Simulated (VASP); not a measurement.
# NaCl (Fm-3m) in VASP: notebook

The runs below take NaCl through single point, with r2SCAN0, PBE0.

Program: VASP 6.6.1. These are calculated values, not measurements. Logs are shortened: lines on timing, memory, paths and dates and some standing lists are left out, and cuts for length are marked.

## 1. The cell of the first run

The structure is cubic, space group Fm-3m (No. 225). The conventional cell has a = 5.605 Å, b = 5.605 Å, c = 5.605 Å, α = 90.00°, β = 90.00°, γ = 90.00°. Within 3.7 Å of Na (site symmetry m-3m) lie 6 Cl at 2.80 Å. Within 3.7 Å of Cl (site symmetry m-3m) lie 6 Na at 2.80 Å.

## 2. Single point, r2SCAN0

Input file POSCAR:

```
NaCl
1.0
    0.0000000000      2.8027319633      2.8027319633
    2.8027319633      0.0000000000      2.8027319633
    2.8027319633      2.8027319633      0.0000000000
Na Cl
1 1
Direct
    0.0000000000      0.0000000000      0.0000000000
    0.5000000000      0.5000000000      0.5000000000
```

Input file INCAR.step1:

```
PREC = Accurate
ENCUT = 520
EDIFF = 1E-5
ISMEAR = 0
SIGMA = 0.01
LREAL = F
LASPH = T
NELM = 60
ALGO = Normal
ISIF = 2
LWAVE = T
LCHARG = F
NBANDS = 14
GGA = PE
```

Input file INCAR.step2:

```
PREC = Accurate
ENCUT = 520
EDIFF = 1E-6
ISMEAR = 0
SIGMA = 0.01
LREAL = F
LASPH = T
NELM = 60
ALGO = Normal
ISIF = 2
LWAVE = F
LCHARG = F
METAGGA = R2SCAN
LHFCALC = T
AEXX = 0.25
LMIXTAU = T
PRECFOCK = Normal
NBANDS = 14
ISTART = 1
```

Input file KPOINTS:

```
Automatic mesh
0
Gamma
  6 6 6
```

Potentials or basis: VASP PAW PBE potentials, release 64 (Na_pv, Cl).

On the command line:

```console
> cat potpaw_PBE.64/Na_pv/POTCAR potpaw_PBE.64/Cl/POTCAR > POTCAR
> cp INCAR.step1 INCAR
> mpirun -np 1 vasp_std > vasp.out
> cp INCAR.step2 INCAR
> mpirun -np 1 vasp_std > vasp.out
```

OUTCAR:

```text
PREC = Accurate
   ENCUT = 520
   EDIFF = 1E-6
   ISMEAR = 0
   LREAL = F
   LASPH = T
   NELM = 60
   ISIF = 2
   METAGGA = R2SCAN
   LHFCALC = T
   AEXX = 0.25
   PRECFOCK = Normal
   ISTART = 1

 ion  position               nearest neighbor table
   1  0.000  0.000  0.000-
   2  0.500  0.500  0.500-

  LATTYP: Found a face centered cubic cell.
 ALAT       =     5.6054639266

  Lattice vectors:

 A1 = (   0.0000000000,   2.8027319633,   2.8027319633)
 A2 = (   2.8027319633,   0.0000000000,   2.8027319633)
 A3 = (   2.8027319633,   2.8027319633,   0.0000000000)

Analysis of symmetry for initial positions (statically):
=====================================================================
 Subroutine PRICEL returns:
 Original cell was already a primitive cell.

 Routine SETGRP: Setting up the symmetry group for a
 face centered cubic supercell.

 Subroutine GETGRP returns: Found 48 space group operations
 (whereof 48 operations were pure point group operations)
 out of a pool of 48 trial point group operations.

The static configuration has the point symmetry O_h .

Analysis of symmetry for dynamics (positions and initial velocities):
=====================================================================
 Subroutine PRICEL returns:
 Original cell was already a primitive cell.

 Routine SETGRP: Setting up the symmetry group for a
 face centered cubic supercell.

 Subroutine GETGRP returns: Found 48 space group operations
 (whereof 48 operations were pure point group operations)
 out of a pool of 48 trial point group operations.

The dynamic configuration has the point symmetry O_h .

 Subroutine INISYM returns: Found 48 space group operations
 (whereof 48 operations are pure point group operations),
 and found     1 'primitive' translations

----------------------------------------------------------------------------------------

                                     Primitive cell

  volume of cell :      44.0326

  direct lattice vectors                    reciprocal lattice vectors
     0.000000000  2.802731963  2.802731963    -0.178397366  0.178397366  0.178397366
     2.802731963  0.000000000  2.802731963     0.178397366 -0.178397366  0.178397366
     2.802731963  2.802731963  0.000000000     0.178397366  0.178397366 -0.178397366

  length of vectors
     3.963661554  3.963661554  3.963661554     0.308993302  0.308993302  0.308993302

  position of ions in fractional coordinates (direct lattice)
     0.000000000  0.000000000  0.000000000
     0.500000000  0.500000000  0.500000000

  ion indices of the primitive-cell ions
   primitive index   ion index
                 1           1
                 2           2

----------------------------------------------------------------------------------------

 KPOINTS: Automatic mesh

Automatic generation of k-mesh.
 Grid dimensions read from file:
 generate k-points for:    6    6    6

 Generating k-lattice:

  Cartesian coordinates                     Fractional coordinates (reciprocal lattice)
    -0.029732894  0.029732894  0.029732894     0.166666667  0.000000000  0.000000000
     0.029732894 -0.029732894  0.029732894     0.000000000  0.166666667  0.000000000
     0.029732894  0.029732894 -0.029732894     0.000000000  0.000000000  0.166666667

  Length of vectors
     0.051498884  0.051498884  0.051498884

  Shift w.r.t. Gamma in fractional coordinates (k-lattice)
     0.000000000  0.000000000  0.000000000

 Subroutine IBZKPT returns following result:
 ===========================================

 Found     16 irreducible k-points:

 Following reciprocal coordinates:
            Coordinates               Weight
  0.000000  0.000000  0.000000      1.000000
  0.166667  0.000000  0.000000      8.000000
  0.333333  0.000000  0.000000      8.000000
  0.500000  0.000000  0.000000      4.000000
  0.166667  0.166667  0.000000      6.000000
  0.333333  0.166667  0.000000     24.000000
[... 8 lines left out ...]
 -0.333333  0.333333  0.166667     24.000000
 -0.333333  0.500000  0.166667     12.000000
   k-points           NKPTS =     16   k-points in BZ     NKDIM =    216   number of bands    NBANDS=     14
   number of dos      NEDOS =    301   number of ions     NIONS =      2
   total plane-waves  NPLWV =  27000
   dimension x,y,z NGX =    30 NGY =   30 NGZ =   30
   dimension x,y,z NGXF=    60 NGYF=   60 NGZF=   60
   ions per type =               1   1
   NGX,Y,Z   is equivalent  to a cutoff of  12.58, 12.58, 12.58 a.u.
   NGXF,Y,Z  is equivalent  to a cutoff of  25.17, 25.17, 25.17 a.u.
 SYSTEM =  unknown system
   PREC   = accura    normal or accurate (medium, high low for compatibility)
   ISTART =      1    job   : 0-new  1-cont  2-samecut
   ICHARG =      0    charge: 1-file 2-atom 10-const
   ISPIN  =      1    spin polarized calculation?
   LNONCOLLINEAR =      F non collinear calculations
   LSORBIT =      F    spin-orbit coupling
   LASPH  =      T    aspherical Exc in radial PAW
   ENCUT  =  520.0 eV  38.22 Ry    6.18 a.u.   7.37  7.37  7.37*2*pi/ulx,y,z
   NELM   =     60;   NELMIN=  2; NELMDL=  0     # of ELM steps
   EDIFF  = 0.1E-05   stopping-criterion for ELM
   LREAL  =      F    real-space projection
   EDIFFG = 0.1E-04   stopping-criterion for IOM
   NSW    =      0    number of steps for IOM
   IBRION =     -1    ionic relax: 0-MD 1-quasi-New 2-CG
   NFREE  =      0    steps in history (QN), initial steepest desc. (CG)
   ISIF   =      2    stress and relaxation
   ISYM   =      3    0-nonsym 1-usesym 2-fastsym
   POTIM  = 0.5000    time-step for ionic-motion
   TEBEG  =    0.0;   TEEND  =   0.0 temperature during run
   PSTRESS=    0.0 pullay stress
   NELECT =      14.0000    total number of electrons
   NUPDOWN=      -1.0000    fix difference up-down
   EMIN   =  10.00;   EMAX   =-10.00  energy-range for DOS
   EFERMI =   0.00;   METHOD = LEGACY
   ISMEAR =     0;   SIGMA  =   0.01  broadening in eV -4-tet -1-fermi 0-gaus
   EFERMI_NEDOS =   21; number of points for ismear=-14 and -15
   IALGO  =     38    algorithm
   IMIX   =      1    mixing-type and parameters
     AMIX     =   0.40;   BMIX     =  1.00
     AMIX_MAG =   1.60;   BMIX_MAG =  1.00
  volume/ion in A,a.u.               =      22.02       148.57
  Fermi-wavevector in a.u.,A,eV,Ry     =   1.117359  2.111502 16.986744  1.248490
  Thomas-Fermi vector in A             =   2.253981
   LORBIT       =      0    0 simple, 1 ext, 2 COOP (PROOUT), +10 PAW based schemes
   METAGGA = R2SCAN    functional components
   LHFCALC =     T    Hartree Fock is set to
   PRECFOCK=normal    Normal, Fast or Accurate (Low or Medium for compatibility)
   ENCUT4O =  -1.0   cutoff for four orbital integrals eV
   NKREDX  =     1    reduce k-point grid by
   NKREDY  =     1    reduce k-point grid by
   NKREDZ  =     1    reduce k-point grid by
   AEXX    =    0.2500 exact exchange contribution
   HFSCREEN=    0.0000 screening length (either q_TF or 0.3 A-1)
   HFSCREENC=   0.0000 screening length for correlation (either q_TF or 0.3 A-1)
   ENCUTFOCK=  -1.0 apply spherical cutoff to Coloumb kernel
   IVDW    =     0    specifies the selected vdW correction
   LEPSILON=     F    determine dielectric tensor
   LRPA    =     F    only Hartree local field effects (RPA)
 non-spin polarized calculation
 Gauss-broadening in eV      SIGMA  =   0.01
  energy-cutoff  :      520.00
  volume of cell :       44.03
 maximum number of plane-waves:      1243
 NGX is ok and might be reduce to    30
  NGX = 24; NGY = 24; NGZ = 24

 number of electron      14.0000003 magnetization

 Free energy of the ion-electron system (eV)
  ---------------------------------------------------
  ext. energy  EPLUGINS =         0.00000000
  ---------------------------------------------------
  free energy    TOTEN  =       -13.63719627 eV

  energy without entropy =      -13.63719627  energy(sigma->0) =      -13.63719627

 E-fermi :  -2.2464     XC(G=0):  -6.8352

 val. band max:       -2.2911413138   @ k =   0.0000   0.0000   0.0000
 cond. band min:       5.4608129246   @ k =   0.0000   0.0000   0.0000
 fundamental gap:      7.7519542384
 Fermi energy:        -2.2464254933

 k-point     1 :       0.0000    0.0000    0.0000
  band No.  band energies     occupation
      1     -25.6845      2.00000
      2     -25.6842      2.00000
      3     -25.6842      2.00000
      4     -16.5755      2.00000
      5      -2.2911      2.00000
      6      -2.2911      2.00000
      7      -2.2911      2.00000
      8       5.4608      0.00000
      9      11.4842      0.00000
     10      11.4842      0.00000
     11      11.4842      0.00000
     12      13.9217      0.00000
     13      13.9217      0.00000
     14      15.1859      0.00000

 k-point     2 :       0.1667    0.0000    0.0000
  band No.  band energies     occupation
      1     -25.6917      2.00000
      2     -25.6848      2.00000
      3     -25.6846      2.00000
      4     -16.4826      2.00000
      5      -2.9351      2.00000
      6      -2.3724      2.00000
      7      -2.3724      2.00000
      8       6.3049      0.00000
      9      10.6425      0.00000
     10      11.8181      0.00000
     11      11.8182      0.00000
     12      13.6105      0.00000
     13      13.6105      0.00000
     14      16.6536      0.00000

 k-point     3 :       0.3333    0.0000    0.0000
  band No.  band energies     occupation
      1     -25.7064      2.00000
      2     -25.6856      2.00000
      3     -25.6854      2.00000
      4     -16.2884      2.00000
      5      -3.9811      2.00000
      6      -2.5278      2.00000
      7      -2.5278      2.00000
      8       7.3634      0.00000
      9      10.6350      0.00000
     10      11.7233      0.00000
     11      11.7235      0.00000
     12      14.7444      0.00000
     13      14.7445      0.00000
     14      16.1080      0.00000

 k-point     4 :       0.5000    0.0000    0.0000
  band No.  band energies     occupation
      1     -25.7137      2.00000
      2     -25.6860      2.00000
      3     -25.6858      2.00000
      4     -16.1866      2.00000
      5      -4.4332      2.00000
      6      -2.6021      2.00000
      7      -2.6021      2.00000
      8       7.4836      0.00000
      9      11.4676      0.00000
     10      11.5008      0.00000
     11      11.5010      0.00000
     12      15.7597      0.00000
     13      17.1048      0.00000
     14      17.1049      0.00000

 k-point     5 :       0.1667    0.1667    0.0000
  band No.  band energies     occupation
      1     -25.6909      2.00000
      2     -25.6863      2.00000
      3     -25.6862      2.00000
      4     -16.4556      2.00000
      5      -2.9549      2.00000
      6      -2.4787      2.00000
      7      -2.4787      2.00000
      8       6.6008      0.00000
      9      10.1005      0.00000
     10      12.2246      0.00000
     11      12.2246      0.00000
[... 140 lines left out ...]
 k-point    14 :       0.5000    0.3333    0.1667
  band No.  band energies     occupation
      1     -25.7036      2.00000
      2     -25.6929      2.00000
      3     -25.6883      2.00000
      4     -16.1873      2.00000
      5      -3.9165      2.00000
      6      -3.1366      2.00000
      7      -2.7766      2.00000
      8       8.9176      0.00000
      9       9.4122      0.00000
     10      10.3524      0.00000
     11      13.0442      0.00000
     12      14.2900      0.00000
     13      16.9357      0.00000
     14      17.5620      0.00000

 k-point    15 :      -0.3333    0.3333    0.1667
  band No.  band energies     occupation
      1     -25.7041      2.00000
      2     -25.6951      2.00000
      3     -25.6900      2.00000
      4     -16.1282      2.00000
      5      -3.9381      2.00000
      6      -3.4065      2.00000
      7      -2.8967      2.00000
      8       9.2382      0.00000
      9       9.7880      0.00000
     10      10.4004      0.00000
     11      12.5592      0.00000
     12      14.9606      0.00000
     13      16.5913      0.00000
     14      17.6317      0.00000

 k-point    16 :      -0.3333    0.5000    0.1667
  band No.  band energies     occupation
      1     -25.7011      2.00000
      2     -25.6952      2.00000
      3     -25.6938      2.00000
      4     -16.1130      2.00000
      5      -3.9208      2.00000
      6      -3.3267      2.00000
      7      -3.0922      2.00000
      8       8.9866      0.00000
      9       9.0863      0.00000
     10      11.0106      0.00000
     11      12.8227      0.00000
     12      16.1999      0.00000
     13      17.1972      0.00000
     14      17.2841      0.00000

------------------------ aborting loop because EDIFF is reached ----------------------------------------

  FORCE on cell =-STRESS in cart. coord.  units (eV):
  Direction    XX          YY          ZZ          XY          YZ          ZX
  --------------------------------------------------------------------------------------
  -------------------------------------------------------------------------------------
  Total       -0.0800368     -0.0800368     -0.0800368     -0.0000000     -0.0000000      0.0000000
  in kB       -2.9122284     -2.9122284     -2.9122284     -0.0000000     -0.0000000      0.0000000
  external PRESSURE =      -2.9122284 kB  Pullay stress =       0.0000000 kB

 VOLUME and BASIS-vectors are now :
 -----------------------------------------------------------------------------
  energy-cutoff  :      520.00
  volume of cell :       44.03
      direct lattice vectors                 reciprocal lattice vectors
     0.000000000  2.802731963  2.802731963    -0.178397366  0.178397366  0.178397366
     2.802731963  0.000000000  2.802731963     0.178397366 -0.178397366  0.178397366
     2.802731963  2.802731963  0.000000000     0.178397366  0.178397366 -0.178397366

 POSITION                                       TOTAL-FORCE (eV/Angst)
 -----------------------------------------------------------------------------------
      0.00000      0.00000      0.00000        -0.000000      0.000000     -0.000000
      2.80273      2.80273      2.80273         0.000000     -0.000000      0.000000
 -----------------------------------------------------------------------------------
    total drift:                               -0.000000     -0.000000     -0.000000

  FREE ENERGIE OF THE ION-ELECTRON SYSTEM (eV)
  ---------------------------------------------------
  free  energy   TOTEN  =       -13.6371962747 eV

  energy  without entropy=      -13.6371962747  energy(sigma->0) =      -13.63719627
```

It took 61 min on 1 thread of Intel Xeon 8259CL, shared host; peak memory 0.19 GiB.

Results:

```yaml
Free_energy: -13.6372 eV
Pressure: -0.3 GPa
Band_gap_on_the_k_mesh: 7.75 eV
```

Caveat: the PAW data sets were made with another functional, which shifts forces and pressure a little.

## 3. Single point, PBE0

POSCAR is that of step 2.

Input file INCAR.step1:

```
ALGO = Normal ; EDIFF = 1E-5
ENCUT = 520 ; GGA = PE
ISIF = 2 ; ISMEAR = 0
LASPH = T ; LREAL = F
LWAVE = T ; NBANDS = 14
NELM = 100 ; PREC = Accurate
SIGMA = 0.01
```

Input file INCAR.step2:

```
AEXX = 0.25 ; ALGO = Normal
EDIFF = 1E-7 ; ENCUT = 520
GGA = PE ; ISIF = 2
ISMEAR = 0 ; ISTART = 1
LASPH = T ; LCHARG = T
LELF = T ; LHFCALC = T
LREAL = F ; LVHAR = T
LWAVE = F ; NBANDS = 14
NELM = 100 ; PREC = Accurate
PRECFOCK = Normal ; SIGMA = 0.01
```

Input file KPOINTS:

```
k-points
0
Gamma
  6 6 6
```

Potentials or basis: VASP PAW PBE potentials, release 64 (Na_pv, Cl).

On the command line:

```console
> cat potpaw_PBE.64/Na_pv/POTCAR potpaw_PBE.64/Cl/POTCAR > POTCAR
> cp INCAR.step1 INCAR
> mpirun -np 1 vasp_std > vasp.out
> cp INCAR.step2 INCAR
> mpirun -np 1 vasp_std > vasp.out
```

Wall time 43 min (1 thread of Intel Xeon Platinum 8375C at 2.90GHz (Ice Lake), shared host); peak memory 0.19 GiB.

Results (log left out):

```
Free energy            : -8.3992 eV
Pressure               : 0.6 GPa
Band gap on the k mesh : 7.28 eV
```

Levels at points of the mesh, in eV from the valence-band top:
```tsv
k point	band 5	band 6	band 7	band 8	band 9	band 10
(0.00, 0.00, 0.00)	0.00	0.00	0.00	7.28	13.41	13.41
(0.50, 0.00, 0.00)	-2.13	-0.30	-0.30	9.40	13.17	13.32
(0.50, 0.50, 0.00)	-1.86	-0.67	-0.67	9.81	10.14	13.79
```

Caveat: the PAW data sets were made with another functional, which shifts forces and pressure a little.
